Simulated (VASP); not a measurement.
# P in VASP: settings compared

Aim: see how the results for P move with the level of theory and the settings. Levels: PBE, r2SCAN. Tasks: single point.

Program: VASP 6.6.1. These are calculated values, not measurements. Logs are shortened: lines on timing, memory, paths and dates and some standing lists are left out, and cuts for length are marked.

### Step 1. The cell of the first run

The cell holds a slab with vacuum, 4 atoms: a = 4.628 Å, b = 3.292 Å, c = 27.820 Å, α = 90.00°, β = 90.00°, γ = 90.57°.

### Step 2. Single point, PBE (shear xy strain -1.0%)

File INCAR:

```
SYSTEM = P
ALGO = Normal
DIPOL = 0.5 0.5 0.341
EDIFF = 1E-7
ENCUT = 520
GGA = PE
IDIPOL = 3
ISIF = 2
ISMEAR = -1
LASPH = .True.
LCHARG = .False.
LDIPOL = .True.
LREAL = .False.
LWAVE = .False.
NBANDS = 18
NELM = 80
PREC = Accurate
SIGMA = 0.02
```

File KPOINTS:

```
k-points
0
Gamma
  6 8 1
  0 0 0
```

File POSCAR:

```
P
1.0
    4.6274949203     -0.0231374746      0.0000000000
   -0.0164593202      3.2918640400      0.0000000000
    0.0000000000      0.0000000000     27.8195791164
P
4
Direct
    0.0912423367     -0.0018576555      0.3789353132
    0.4087576633      0.5018576555      0.3789353132
    0.5912423367      0.4981423445      0.3040369173
    0.9087576633      0.0018576555      0.3040369173
```

Potentials or basis: VASP PAW PBE potentials, release 64 (P).

The run is started by

```sh
$ cat potpaw_PBE.64/P/POTCAR > POTCAR
$ mpirun -np 1 vasp_std > vasp.out
```

OUTCAR:

```text
SYSTEM = P
   EDIFF = 1E-7
   ENCUT = 520
   GGA = PE
   ISIF = 2
   ISMEAR = -1
   LASPH = .True.
   LREAL = .False.
   NELM = 80
   PREC = Accurate

 ion  position               nearest neighbor table
   1  0.091  0.998  0.379-   2 2.20   2 2.21   4 2.25
   2  0.409  0.502  0.379-   1 2.20   1 2.21   3 2.25
   3  0.591  0.498  0.304-   4 2.20   4 2.21   2 2.25
   4  0.909  0.002  0.304-   3 2.20   3 2.21   1 2.25

  Warning from LATTYP: Monoclinic adjustment (A1->A3, A2->A1, A3->A2)!
  LATTYP: Found a simple monoclinic cell.
 ALAT       =     3.2919051880
 B/A-ratio  =     8.4509053351
 C/A-ratio  =     1.4057369515
 COS(beta)  =    -0.0099997500

  Lattice vectors:

 A1 = (  -0.0164593202,   3.2918640400,   0.0000000000)
 A2 = (   0.0000000000,   0.0000000000,  27.8195791164)
 A3 = (   4.6274949203,  -0.0231374746,   0.0000000000)

Analysis of symmetry for initial positions (statically):
=====================================================================
 Subroutine PRICEL returns:
 Original cell was already a primitive cell.

 Routine SETGRP: Setting up the symmetry group for a
 simple monoclinic supercell.

 Subroutine GETGRP returns: Found  4 space group operations
 (whereof  1 operations were pure point group operations)
 out of a pool of  4 trial point group operations.

The static configuration has the point symmetry C_1 .
 The point group associated with its full space group is C_2h.

Analysis of symmetry for dynamics (positions and initial velocities):
=====================================================================
 Subroutine PRICEL returns:
 Original cell was already a primitive cell.

 Routine SETGRP: Setting up the symmetry group for a
 simple monoclinic supercell.

 Subroutine GETGRP returns: Found  4 space group operations
 (whereof  1 operations were pure point group operations)
 out of a pool of  4 trial point group operations.

The dynamic configuration has the point symmetry C_1 .
 The point group associated with its full space group is C_2h.

 Subroutine INISYM returns: Found  4 space group operations
 (whereof  1 operations are pure point group operations),
 and found     1 'primitive' translations

----------------------------------------------------------------------------------------

                                     Primitive cell

  volume of cell :     423.7674

  direct lattice vectors                    reciprocal lattice vectors
     4.627494920 -0.023137475  0.000000000     0.216105046  0.001080525  0.000000000
    -0.016459320  3.291864040  0.000000000     0.001518934  0.303786848  0.000000000
     0.000000000  0.000000000 27.819579116     0.000000000  0.000000000  0.035945907

  length of vectors
     4.627552764  3.291905188 27.819579116     0.216107747  0.303790645  0.035945907

  position of ions in fractional coordinates (direct lattice)
     0.091242337  0.998142345  0.378935313
     0.408757663  0.501857655  0.378935313
     0.591242337  0.498142345  0.304036917
     0.908757663  0.001857655  0.304036917

  ion indices of the primitive-cell ions
   primitive index   ion index
                 1           1
                 2           2
                 3           3
                 4           4

----------------------------------------------------------------------------------------

 KPOINTS: k-points

Automatic generation of k-mesh.
 Grid dimensions read from file:
 generate k-points for:    6    8    1

 Generating k-lattice:

  Cartesian coordinates                     Fractional coordinates (reciprocal lattice)
     0.036017508  0.000180088  0.000000000     0.166666667 -0.000000000  0.000000000
     0.000189867  0.037973356  0.000000000    -0.000000000  0.125000000  0.000000000
     0.000000000  0.000000000  0.035945907     0.000000000  0.000000000  1.000000000

  Length of vectors
     0.036017958  0.037973831  0.035945907

  Shift w.r.t. Gamma in fractional coordinates (k-lattice)
     0.000000000  0.000000000  0.000000000

 Subroutine IBZKPT returns following result:
 ===========================================

 Found     26 irreducible k-points:

 Following reciprocal coordinates:
            Coordinates               Weight
  0.000000  0.000000  0.000000      1.000000
  0.166667  0.000000  0.000000      2.000000
  0.333333 -0.000000  0.000000      2.000000
  0.500000  0.000000  0.000000      1.000000
  0.000000  0.125000  0.000000      2.000000
  0.166667  0.125000  0.000000      2.000000
[... 16 lines left out ...]
  0.000000  0.500000  0.000000      1.000000
  0.166667  0.500000  0.000000      2.000000
 [... further k-points ...]
   k-points           NKPTS =     26   k-points in BZ     NKDIM =     26   number of bands    NBANDS=     18
   number of dos      NEDOS =    301   number of ions     NIONS =      4
   total plane-waves  NPLWV = 181440
   dimension x,y,z NGX =    36 NGY =   24 NGZ =  210
   dimension x,y,z NGXF=    72 NGYF=   48 NGZF=  420
   ions per type =               4
   NGX,Y,Z   is equivalent  to a cutoff of  12.93, 12.12, 12.55 a.u.
   NGXF,Y,Z  is equivalent  to a cutoff of  25.87, 24.24, 25.10 a.u.
 SYSTEM =  P
   PREC   = accura    normal or accurate (medium, high low for compatibility)
   ISTART =      0    job   : 0-new  1-cont  2-samecut
   ICHARG =      2    charge: 1-file 2-atom 10-const
   ISPIN  =      1    spin polarized calculation?
   LNONCOLLINEAR =      F non collinear calculations
   LSORBIT =      F    spin-orbit coupling
   LASPH  =      T    aspherical Exc in radial PAW
   ENCUT  =  520.0 eV  38.22 Ry    6.18 a.u.   8.60  6.12 51.73*2*pi/ulx,y,z
   NELM   =     80;   NELMIN=  2; NELMDL= -5     # of ELM steps
   EDIFF  = 0.1E-06   stopping-criterion for ELM
   LREAL  =      F    real-space projection
   EDIFFG = 0.1E-05   stopping-criterion for IOM
   NSW    =      0    number of steps for IOM
   IBRION =     -1    ionic relax: 0-MD 1-quasi-New 2-CG
   NFREE  =      0    steps in history (QN), initial steepest desc. (CG)
   ISIF   =      2    stress and relaxation
   ISYM   =      2    0-nonsym 1-usesym 2-fastsym
   POTIM  = 0.5000    time-step for ionic-motion
   TEBEG  =    0.0;   TEEND  =   0.0 temperature during run
   PSTRESS=    0.0 pullay stress
   NELECT =      20.0000    total number of electrons
   NUPDOWN=      -1.0000    fix difference up-down
   EMIN   =  10.00;   EMAX   =-10.00  energy-range for DOS
   EFERMI =   0.00;   METHOD = LEGACY
   ISMEAR =    -1;   SIGMA  =   0.02  broadening in eV -4-tet -1-fermi 0-gaus
   EFERMI_NEDOS =   21; number of points for ismear=-14 and -15
   IALGO  =     38    algorithm
   IMIX   =      4    mixing-type and parameters
     AMIX     =   0.40;   BMIX     =  1.00
     AMIX_MAG =   1.60;   BMIX_MAG =  1.00
  volume/ion in A,a.u.               =     105.94       714.93
  Fermi-wavevector in a.u.,A,eV,Ry     =   0.591619  1.117998  4.762221  0.350013
  Thomas-Fermi vector in A             =   1.640118
   LORBIT       =      0    0 simple, 1 ext, 2 COOP (PROOUT), +10 PAW based schemes
   GGA     = PE    functional components
   LHFCALC =     F    Hartree Fock is set to
   AEXX    =    0.0000 exact exchange contribution
   IVDW    =     0    specifies the selected vdW correction
   LEPSILON=     F    determine dielectric tensor
   LRPA    =     F    only Hartree local field effects (RPA)
 non-spin polarized calculation
  energy-cutoff  :      520.00
  volume of cell :      423.77
 maximum number of plane-waves:     11468
 NGX is ok and might be reduce to    36
   NGX = 17   NGY = 13   NGZ =103

 dipolmoment           0.000000      0.000000     -0.000034 electrons x Angstroem

 number of electron      19.9999999 magnetization

 dipolmoment           0.000000      0.000000      0.000001 electrons x Angstroem

 Free energy of the ion-electron system (eV)
  ---------------------------------------------------
  ext. energy  EPLUGINS =         0.00000000
  ---------------------------------------------------
  free energy    TOTEN  =       -21.46188688 eV

  energy without entropy =      -21.46188688  energy(sigma->0) =      -21.46188688

 E-fermi :  -2.5689     XC(G=0):  -2.1917

 val. band max:       -3.0361916505   @ k =   0.0000   0.0000   0.0000
 cond. band min:      -2.1068177987   @ k =   0.0000   0.0000   0.0000
 fundamental gap:      0.9293738517
 Fermi energy:        -2.5688618313

 k-point     1 :       0.0000    0.0000    0.0000
  band No.  band energies     occupation
      1     -18.1065      2.00000
      2     -15.6316      2.00000
      3     -12.2765      2.00000
      4      -8.7713      2.00000
      5      -7.7172      2.00000
      6      -7.5788      2.00000
[... 10 lines left out ...]
     17       2.0979      0.00000
     18       2.3496      0.00000

 k-point     2 :       0.1667    0.0000    0.0000
  band No.  band energies     occupation
      1     -17.9740      2.00000
      2     -15.8264      2.00000
      3     -12.2805      2.00000
      4      -9.4602      2.00000
      5      -7.3400      2.00000
      6      -7.0447      2.00000
[... 10 lines left out ...]
     17       2.2743      0.00000
     18       2.3112      0.00000

 k-point     3 :       0.3333   -0.0000    0.0000
  band No.  band energies     occupation
      1     -17.5914      2.00000
      2     -16.3534      2.00000
      3     -12.0651      2.00000
      4     -10.5376      2.00000
      5      -6.7424      2.00000
      6      -6.0802      2.00000
[... 412 lines left out ...]
 k-point    23 :       0.0000    0.5000    0.0000
  band No.  band energies     occupation
      1     -15.2740      2.00000
      2     -15.2740      2.00000
      3     -12.5722      2.00000
      4     -12.5722      2.00000
      5      -8.0807      2.00000
      6      -8.0807      2.00000
[... 10 lines left out ...]
     17       3.6877      0.00000
     18       3.6877      0.00000

 k-point    24 :       0.1667    0.5000    0.0000
  band No.  band energies     occupation
      1     -15.2147      2.00000
      2     -15.1836      2.00000
      3     -12.6528      2.00000
      4     -12.6461      2.00000
      5      -8.1902      2.00000
      6      -8.1779      2.00000
[... 10 lines left out ...]
     17       3.4025      0.00000
     18       3.4056      0.00000

 [... further k-points ...]

------------------------ aborting loop because EDIFF is reached ----------------------------------------

 vacuum level on the upper side and lower side of the slab       (xc-potential included)        -0.011        -0.011

  FORCE on cell =-STRESS in cart. coord.  units (eV):
  Direction    XX          YY          ZZ          XY          YZ          ZX
  --------------------------------------------------------------------------------------
  -------------------------------------------------------------------------------------
  Total        0.6718173      0.4783157      0.3972787      0.2260899      0.0000000      0.0000000
  in kB        2.5400029      1.8084131      1.5020288      0.8547995      0.0000000      0.0000000
  external PRESSURE =       1.9501483 kB  Pullay stress =       0.0000000 kB

 VOLUME and BASIS-vectors are now :
 -----------------------------------------------------------------------------
  energy-cutoff  :      520.00
  volume of cell :      423.77
      direct lattice vectors                 reciprocal lattice vectors
     4.627494920 -0.023137475  0.000000000     0.216105046  0.001080525  0.000000000
    -0.016459320  3.291864040  0.000000000     0.001518934  0.303786848  0.000000000
     0.000000000  0.000000000 27.819579116     0.000000000  0.000000000  0.035945907

 POSITION                                       TOTAL-FORCE (eV/Angst)
 -----------------------------------------------------------------------------------
      0.40579      3.28364     10.54182        -0.186027     -0.005782      0.098937
      1.88326      1.64259     10.54182         0.186027      0.005782      0.098937
      2.72777      1.62614      8.45818        -0.186027     -0.005782     -0.098937
      4.20524     -0.01491      8.45818         0.186027      0.005782     -0.098937
 -----------------------------------------------------------------------------------
    total drift:                                0.000000      0.000000     -0.000003

  FREE ENERGIE OF THE ION-ELECTRON SYSTEM (eV)
  ---------------------------------------------------
  free  energy   TOTEN  =       -21.4618868826 eV

  energy  without entropy=      -21.4618868825  energy(sigma->0) =      -21.46188688

 vacuum level on the upper side and lower side of the slab         1.975         1.974
```

Run time: 1.9 min. Hardware: 1 thread of Intel Xeon 6975P-C (Granite Rapids), shared host; peak memory 0.49 GiB.

What came out:

```yaml
Free_energy: -21.4619 eV
Largest_force: 0.211 eV/Å
Band_gap_on_the_k_mesh: 0.93 eV, direct
```

Forces on the atoms (eV/Å):
```
P   -0.186 -0.006  0.099
P    0.186  0.006  0.099
P   -0.186 -0.006 -0.099
P    0.186  0.006 -0.099
```

Caveat: the cell differs from its parent crystal (shear xy strain -1.0%).

### Step 3. Single point, r2SCAN (strain -2.0%)

File POSCAR:

```
P
1.0
    4.5349450219      0.0000000000      0.0000000000
    0.0000000000      3.2260267592      0.0000000000
    0.0000000000      0.0000000000     27.8195791164
P
4
Direct
    0.0872412525      0.0000000000      0.3792592997
    0.4127587475      0.5000000000      0.3792592997
    0.5872412525      0.5000000000      0.3037129308
    0.9127587475      0.0000000000      0.3037129308
```

File INCAR.step1:

```
SYSTEM = P
PREC = Accurate ; ENCUT = 520
ISMEAR = 0 ; SIGMA = 0.01
LREAL = .False. ; LASPH = .True.
NELM = 80 ; LDIPOL = .True.
IDIPOL = 3 ; DIPOL = 0.5 0.5 0.341
NBANDS = 18 ; GGA = PE
ALGO = Normal ; EDIFF = 1E-4
LWAVE = .True. ; LCHARG = .False.
```

File INCAR.step2:

```
SYSTEM = P
PREC = Accurate ; ENCUT = 520
EDIFF = 1E-6 ; ISMEAR = 0
SIGMA = 0.01 ; LREAL = .False.
LASPH = .True. ; NELM = 80
ALGO = Normal ; ISIF = 2
LWAVE = .False. ; LCHARG = .False.
LDIPOL = .True. ; IDIPOL = 3
DIPOL = 0.5 0.5 0.341 ; METAGGA = R2SCAN
LMIXTAU = .True. ; NBANDS = 18
ISTART = 1
```

File KPOINTS:

```
Automatic mesh
0
Gamma
  6 8 1
  0 0 0
```

Potentials or basis: VASP PAW PBE potentials, release 64 (P).

The run is started by

```sh
$ cat potpaw_PBE.64/P/POTCAR > POTCAR
$ cp INCAR.step1 INCAR
$ mpirun -np 1 vasp_std > vasp.out
$ cp INCAR.step2 INCAR
$ mpirun -np 1 vasp_std > vasp.out
```

Wall time 5.2 min (1 thread of Intel Xeon 6975P-C (Granite Rapids), shared host); peak memory 0.49 GiB.

It converged, with:

```
Free energy            : -35.7569 eV
Largest force          : 0.110 eV/Å
Band gap on the k mesh : 0.90 eV, direct
```

Forces in eV/Å, atoms in the order of the input:
```
P    0.091  0.000 -0.061
P   -0.091  0.000 -0.061
P    0.091  0.000  0.061
P   -0.091  0.000  0.061
```

Levels at points of the mesh, in eV from the valence-band top:
```tsv
k point	band 7	band 8	band 9	band 10	band 11	band 12	band 13	band 14
(0.00, 0.00, 0.00)	-3.46	-1.93	-1.77	0.00	0.90	2.11	3.34	3.86
(0.50, 0.00, 0.00)	-2.60	-2.60	-1.24	-1.24	2.69	2.69	4.00	4.00
(0.00, 0.50, 0.00)	-2.89	-2.89	-2.05	-2.05	1.47	1.47	2.33	2.33
(0.50, 0.50, 0.00)	-4.86	-4.86	-1.24	-1.24	2.63	2.63	4.32	4.32
```

Caveat: the cell differs from its parent crystal (strain -2.0%); the PAW data sets were made with another functional, which shifts forces and pressure a little.
